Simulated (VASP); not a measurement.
KCl, 2 atoms in the cell. It takes space group Fm-3m (No. 225, cubic). The conventional cell has a = 6.293 Å, b = 6.293 Å, c = 6.293 Å, α = 90.00°, β = 90.00°, γ = 90.00°. Within 4.1 Å of K (site symmetry m-3m) lie 6 Cl at 3.15 Å. Cl (site symmetry m-3m) has 6 K at 3.15 Å within 4.1 Å. 

- Program: VASP 6.6.1
- Task: dielectric tensor
- Functional: LDA
- Potentials or basis: VASP PAW LDA potentials, release 64 (K_sv, Cl)
- Cutoff: 400 eV
- k mesh: 7 × 7 × 7
- Occupations: gaussian, width 0.01 eV
- Spin: no spin polarisation
- Dipole correction: no
- Further INCAR settings: ALGO = Normal; EDIFF = 1e-08

Potentials or basis: VASP PAW LDA potentials, release 64 (K_sv, Cl).

Command:

```sh
$ cat potpaw_LDA.64/K_sv/POTCAR potpaw_LDA.64/Cl/POTCAR > POTCAR
$ mpirun -np 1 vasp_std > vasp.out
```

Hardware: 1 thread of Intel(R) Xeon(R) 6975P-C (Granite Rapids), on a shared host.

Q: Estimate the wall time of this run.

A: Run time: 95 s on 1 thread of Intel(R) Xeon(R) 6975P-C (Granite Rapids), with other jobs on the host, peak memory 0.19 GiB. Counts: scf iterations 157, k points 20.
